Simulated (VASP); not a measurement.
# GdSbTe3 (Pm-3m) in VASP: further runs, part 2 of 2

VASP 6.6.1. Earlier steps stand in the parts before.

### Step 4. Relaxation of cell and atoms, PBE, collinear spin, ferromagnetic start

INCAR reads:

```
  PREC = Accurate
  ENCUT = 600
  EDIFF = 1E-7
  ISMEAR = 0
  SIGMA = 0.1
  LREAL = F
  LASPH = T
  NELM = 150
  ALGO = Normal
  ISIF = 3
  LWAVE = F
  LCHARG = F
  ISPIN = 2
  MAGMOM = 7 0 0 0 0
  LORBIT = 11
  LMAXMIX = 6
  GGA = PE
  IBRION = 2
  NSW = 90
  EDIFFG = -0.04
```

KPOINTS reads:

```
Automatic mesh
0
Gamma
  4 4 4
```

POSCAR reads:

```
GdSbTe3
1.0
    5.2921122600      0.0000000000      0.0000000000
    0.0000000000      5.2921122600      0.0000000000
    0.0000000000      0.0000000000      5.2921122600
Gd Sb Te
1 1 3
Direct
    0.0000000000      0.0000000000      0.0000000000
    0.5000000000      0.5000000000      0.5000000000
    0.0000000000      0.5000000000      0.5000000000
    0.5000000000      0.5000000000      0.0000000000
    0.5000000000      0.0000000000      0.5000000000
```

Potentials or basis: VASP PAW PBE potentials, release 64 (Gd, Sb, Te).

Command:

```bash
$ cat potpaw_PBE.64/Gd/POTCAR potpaw_PBE.64/Sb/POTCAR potpaw_PBE.64/Te/POTCAR > POTCAR
$ mpirun -np 1 vasp_std > vasp.out
```

OUTCAR:

```text
PREC = Accurate
   ENCUT = 600
   EDIFF = 1E-7
   ISMEAR = 0
   LREAL = F
   LASPH = T
   NELM = 150
   ISIF = 3
   ISPIN = 2
   LORBIT = 11
   GGA = PE
   IBRION = 2
   NSW = 90
   EDIFFG = -0.04

 ion  position               nearest neighbor table
   1  0.000  0.000  0.000-
   2  0.500  0.500  0.500-   3 2.65   4 2.65   5 2.65   4 2.65   5 2.65   3 2.65
   3  0.000  0.500  0.500-   2 2.65   2 2.65
   4  0.500  0.500  0.000-   2 2.65   2 2.65
   5  0.500  0.000  0.500-   2 2.65   2 2.65

  LATTYP: Found a simple cubic cell.
 ALAT       =     5.2921122600

  Lattice vectors:

 A1 = (   5.2921122600,   0.0000000000,   0.0000000000)
 A2 = (   0.0000000000,   5.2921122600,   0.0000000000)
 A3 = (   0.0000000000,   0.0000000000,   5.2921122600)

Analysis of symmetry for initial positions (statically):
=====================================================================
 Subroutine PRICEL returns:
 Original cell was already a primitive cell.

 Routine SETGRP: Setting up the symmetry group for a
 simple cubic supercell.

 Subroutine GETGRP returns: Found 48 space group operations
 (whereof 48 operations were pure point group operations)
 out of a pool of 48 trial point group operations.

The static configuration has the point symmetry O_h .

Analysis of symmetry for dynamics (positions and initial velocities):
=====================================================================
 Subroutine PRICEL returns:
 Original cell was already a primitive cell.

 Routine SETGRP: Setting up the symmetry group for a
 simple cubic supercell.

 Subroutine GETGRP returns: Found 48 space group operations
 (whereof 48 operations were pure point group operations)
 out of a pool of 48 trial point group operations.

The dynamic configuration has the point symmetry O_h .

Analysis of structural, dynamic, and magnetic symmetry:
=====================================================================
 Subroutine PRICEL returns:
 Original cell was already a primitive cell.

 Routine SETGRP: Setting up the symmetry group for a
 simple cubic supercell.

 Subroutine GETGRP returns: Found 48 space group operations
 (whereof 48 operations were pure point group operations)
 out of a pool of 48 trial point group operations.

The overall configuration has the point symmetry O_h .

 Subroutine INISYM returns: Found 48 space group operations
 (whereof 48 operations are pure point group operations),
 and found     1 'primitive' translations

----------------------------------------------------------------------------------------

                                     Primitive cell

  volume of cell :     148.2133

  direct lattice vectors                    reciprocal lattice vectors
     5.292112260  0.000000000  0.000000000     0.188960466  0.000000000  0.000000000
     0.000000000  5.292112260  0.000000000     0.000000000  0.188960466  0.000000000
     0.000000000  0.000000000  5.292112260     0.000000000  0.000000000  0.188960466

  length of vectors
     5.292112260  5.292112260  5.292112260     0.188960466  0.188960466  0.188960466

  position of ions in fractional coordinates (direct lattice)
     0.000000000  0.000000000  0.000000000
     0.500000000  0.500000000  0.500000000
     0.000000000  0.500000000  0.500000000
     0.500000000  0.500000000  0.000000000
     0.500000000  0.000000000  0.500000000

[... 41 lines left out ...]
  0.500000  0.500000  0.000000      3.000000
  0.250000  0.250000  0.250000      8.000000
  0.500000  0.250000  0.250000     12.000000
  0.500000  0.500000  0.250000      6.000000
  0.500000  0.500000  0.500000      1.000000
   k-points           NKPTS =     10   k-points in BZ     NKDIM =     10   number of bands    NBANDS=     28
   number of dos      NEDOS =    301   number of ions     NIONS =      5
   total plane-waves  NPLWV =  74088
   dimension x,y,z NGX =    42 NGY =   42 NGZ =   42
   dimension x,y,z NGXF=    84 NGYF=   84 NGZF=   84
   ions per type =               1   1   3
   NGX,Y,Z   is equivalent  to a cutoff of  13.19, 13.19, 13.19 a.u.
   NGXF,Y,Z  is equivalent  to a cutoff of  26.39, 26.39, 26.39 a.u.
 SYSTEM =  unknown system
   PREC   = accura    normal or accurate (medium, high low for compatibility)
   ISTART =      0    job   : 0-new  1-cont  2-samecut
   ICHARG =      2    charge: 1-file 2-atom 10-const
   ISPIN  =      2    spin polarized calculation?
   LNONCOLLINEAR =      F non collinear calculations
   LSORBIT =      F    spin-orbit coupling
   LASPH  =      T    aspherical Exc in radial PAW
   ENCUT  =  600.0 eV  44.10 Ry    6.64 a.u.  10.57 10.57 10.57*2*pi/ulx,y,z
   NELM   =    150;   NELMIN=  2; NELMDL= -5     # of ELM steps
   EDIFF  = 0.1E-06   stopping-criterion for ELM
   LREAL  =      F    real-space projection
   EDIFFG = -.4E-01   stopping-criterion for IOM
   NSW    =     90    number of steps for IOM
   IBRION =      2    ionic relax: 0-MD 1-quasi-New 2-CG
   NFREE  =      1    steps in history (QN), initial steepest desc. (CG)
   ISIF   =      3    stress and relaxation
   ISYM   =      2    0-nonsym 1-usesym 2-fastsym
   POTIM  = 0.5000    time-step for ionic-motion
   TEBEG  =    0.0;   TEEND  =   0.0 temperature during run
   PSTRESS=    0.0 pullay stress
   NELECT =      41.0000    total number of electrons
   NUPDOWN=      -1.0000    fix difference up-down
   EMIN   =  10.00;   EMAX   =-10.00  energy-range for DOS
   EFERMI =   0.00;   METHOD = LEGACY
   ISMEAR =     0;   SIGMA  =   0.10  broadening in eV -4-tet -1-fermi 0-gaus
   EFERMI_NEDOS =   21; number of points for ismear=-14 and -15
   IALGO  =     38    algorithm
   IMIX   =      4    mixing-type and parameters
     AMIX     =   0.40;   BMIX     =  1.00
     AMIX_MAG =   1.60;   BMIX_MAG =  1.00
  volume/ion in A,a.u.               =      29.64       200.04
  Fermi-wavevector in a.u.,A,eV,Ry     =   1.066695  2.015762 15.481239  1.137839
  Thomas-Fermi vector in A             =   2.202288
   LORBIT       =     11    0 simple, 1 ext, 2 COOP (PROOUT), +10 PAW based schemes
   GGA     = PE    functional components
   LHFCALC =     F    Hartree Fock is set to
   AEXX    =    0.0000 exact exchange contribution
   IVDW    =     0    specifies the selected vdW correction
   LEPSILON=     F    determine dielectric tensor
   LRPA    =     F    only Hartree local field effects (RPA)
 conjugate gradient relaxation of ions
 spin polarized calculation
 Gauss-broadening in eV      SIGMA  =   0.10
  energy-cutoff  :      600.00
  volume of cell :      148.21
 maximum number of plane-waves:      4972
   NGX = 21   NGY = 21   NGZ = 21

--------------------------------------- Ionic step        1  -------------------------------------------

 number of electron      40.9999999 magnetization       6.7325644

 Free energy of the ion-electron system (eV)
  ---------------------------------------------------
  ext. energy  EPLUGINS =         0.00000000
  ---------------------------------------------------
  free energy    TOTEN  =       -24.03265690 eV

  energy without entropy =      -23.99462978  energy(sigma->0) =      -24.01364334

 E-fermi :   7.1254     XC(G=0):  -9.7415

 val. band max:        7.0912747215   @ k =   0.5000   0.5000   0.5000
 cond. band min:       7.1839912353   @ k =   0.5000   0.5000   0.2500
 fundamental gap:      0.0927165138
 Fermi energy:         7.1254031760

 spin component 1

 k-point     1 :       0.0000    0.0000    0.0000
  band No.  band energies     occupation
      1     -38.9794      1.00000
      2     -16.4375      1.00000
      3     -16.4375      1.00000
      4     -16.4375      1.00000
      5      -7.6997      1.00000
      6      -3.6296      1.00000
[... 691 lines left out ...]
 number of electron      41.0000023 magnetization       0.1770008

 number of electron      40.9999997 magnetization      -6.6522123

 Free energy of the ion-electron system (eV)
  ---------------------------------------------------
  ext. energy  EPLUGINS =         0.00000000
  ---------------------------------------------------
  free energy    TOTEN  =       -25.49039368 eV

  energy without entropy =      -25.44420613  energy(sigma->0) =      -25.46729991

 E-fermi :   4.6058     XC(G=0):  -8.7556

 val. band max:        4.5712403118   @ k =   0.5000   0.5000   0.5000
 cond. band min:       4.6289826122   @ k =   0.5000   0.5000   0.2500
 fundamental gap:      0.0577423004
 Fermi energy:         4.6057783678

 spin component 1

 k-point     1 :       0.0000    0.0000    0.0000
  band No.  band energies     occupation
      1     -38.6451      1.00000
      2     -16.9583      1.00000
      3     -16.9583      1.00000
      4     -16.9583      1.00000
      5      -8.3360      1.00000
      6      -5.5917      1.00000
[... 644 lines left out ...]
  FREE ENERGIE OF THE ION-ELECTRON SYSTEM (eV)
  ---------------------------------------------------
  free  energy   TOTEN  =       -25.4903936842 eV

  energy  without entropy=      -25.4442061268  energy(sigma->0) =      -25.46729991

 reached required accuracy - stopping structural energy minimisation

 total charge

# of ion       s       p       d       f       tot
--------------------------------------------------
    1        2.002   5.582   0.218   7.325  15.127
    2        1.243   1.050   0.089   0.000   2.382
    3        1.386   1.977   0.027   0.000   3.390
    4        1.386   1.977   0.027   0.000   3.390
    5        1.386   1.977   0.027   0.000   3.390
--------------------------------------------------
tot          7.401  12.564   0.390   7.325  27.679

 magnetization (x)

# of ion       s       p       d       f       tot
--------------------------------------------------
    1        0.003   0.077  -0.059  -6.474  -6.454
    2        0.001  -0.008   0.000   0.000  -0.007
    3        0.000   0.023  -0.000   0.000   0.022
    4        0.000   0.023  -0.000   0.000   0.022
    5        0.000   0.023  -0.000   0.000   0.022
--------------------------------------------------
tot          0.005   0.136  -0.060  -6.474  -6.394
```

It took 31 min on 1 thread of Oxide Virtual Turin-like, shared host; peak memory 0.39 GiB.

Results:

- Free energy: -25.4904 eV
- Relaxed volume: 37.26 Å³/atom
- Relaxed cell: a = 5.711 Å, b = 5.711 Å, c = 5.711 Å, α = 90.00°, β = 90.00°, γ = 90.00°
- Space group after relaxing (to 0.1 Å): Pm-3m (No. 221)
- Energy gained by relaxing: 291.5 meV/atom
- Ionic steps: 3
- Pressure after relaxing: 0.0 GPa
- Net moment: -6.65 μB per cell
- Site moments: Gd -6.45; Sb -0.01; Te +0.02 μB
- Valence electrons inside the program's atomic spheres: Gd 15.13; Sb 2.38; Te 3.39

Step by step:
| step | energy change (eV) | largest force (eV/Å) | pressure (GPa) | volume (Å³) |
| --- | --- | --- | --- | --- |
| 1 | 0.0000 | 0.0000 | 15.09 | 148.21 |
| 2 | -1.0049 | 0.0000 | -4.17 | 216.52 |
| 3 | -1.4577 | 0.0000 | 0.01 | 186.30 |

Final structure:
```
Gd Sb Te
1.0
     5.71131    0.00000    0.00000
     0.00000    5.71131    0.00000
     0.00000    0.00000    5.71131
Gd Sb Te
1 1 3
Direct
  0.00000 0.00000 0.00000
  0.50000 0.50000 0.50000
  0.00000 0.50000 0.50000
  0.50000 0.50000 0.00000
  0.50000 0.00000 0.50000
```

Levels at points of the mesh, in eV from the Fermi level:
Spin up:
| k point | band 15 | band 16 | band 17 | band 18 | band 19 | band 20 |
| --- | --- | --- | --- | --- | --- | --- |
| (0.00, 0.00, 0.00) | -1.09 | -1.09 | -1.09 | 0.14 | 0.14 | 0.14 |
| (0.50, 0.00, 0.00) | -1.29 | -1.29 | -0.35 | 0.05 | 0.07 | 0.08 |
| (0.50, 0.50, 0.00) | -1.16 | -0.04 | 0.07 | 0.08 | 0.08 | 0.22 |
| (0.50, 0.50, 0.50) | -0.11 | -0.11 | -0.03 | -0.03 | -0.03 | 0.26 |
Spin down:
| k point | band 20 | band 21 | band 22 | band 23 | band 24 | band 25 | band 26 | band 27 | band 28 |
| --- | --- | --- | --- | --- | --- | --- | --- | --- | --- |
| (0.00, 0.00, 0.00) | -1.09 | -1.09 | -1.08 | -1.08 | -1.08 | 0.14 | 0.70 | 0.70 | 0.90 |
| (0.50, 0.00, 0.00) | -1.90 | -1.90 | -1.34 | -1.34 | -0.33 | -0.09 | 1.04 | 1.50 | 2.02 |
| (0.50, 0.50, 0.00) | -2.11 | -2.11 | -1.15 | -0.11 | 0.17 | 0.33 | 0.33 | 1.01 | 1.90 |
| (0.50, 0.50, 0.50) | -1.12 | -0.13 | -0.04 | -0.04 | -0.04 | 0.19 | 0.19 | 0.19 | 1.22 |

Caveat: the electronic state changed during the relaxation; the volume moved by over 15 % at a fixed basis, so the end points are rough; spin-orbit coupling is left out, which moves the levels of the heavy elements; a cell with one magnetic atom can't hold antiferromagnetic order, which such compounds often take; semilocal functionals describe open f shells poorly, which spoils levels, moments and volumes. The state reached can hang on the start; a lower one may exist.

### Step 5. Overview

| task | cell | cutoff (eV) | gap on the mesh (eV) | pressure (GPa) | moment (μB) |
| --- | --- | --- | --- | --- | --- |
| single point | a = 5.292 Å, 5 atoms | 520 | none | 15.1 | 6.72 |
| single point | a = 5.704 Å, 5 atoms | 520 | none | 0.2 | 6.66 |
| relaxation of cell and atoms | relaxed from a = 5.292 Å, 5 atoms | 600 | none | 0.0 | 6.65 |

Alike in all rows: level PBE; potentials or basis VASP PAW PBE potentials, release 64 (Gd, Sb, Te); spin collinear, ferromagnetic start; k mesh 4 × 4 × 4; smearing gaussian 0.1 eV.

Caveats: spin-orbit coupling is left out, which moves the levels of the heavy elements; a cell with one magnetic atom can't hold antiferromagnetic order, which such compounds often take; semilocal functionals describe open f shells poorly, which spoils levels, moments and volumes; the cell stands under pressure (at least some runs); the electronic state changed during the relaxation (at least some runs); the volume moved by over 15 % at a fixed basis, so the end points are rough (at least some runs).

Total energies depend on the potentials used, so only differences within one code and one set of settings carry meaning.
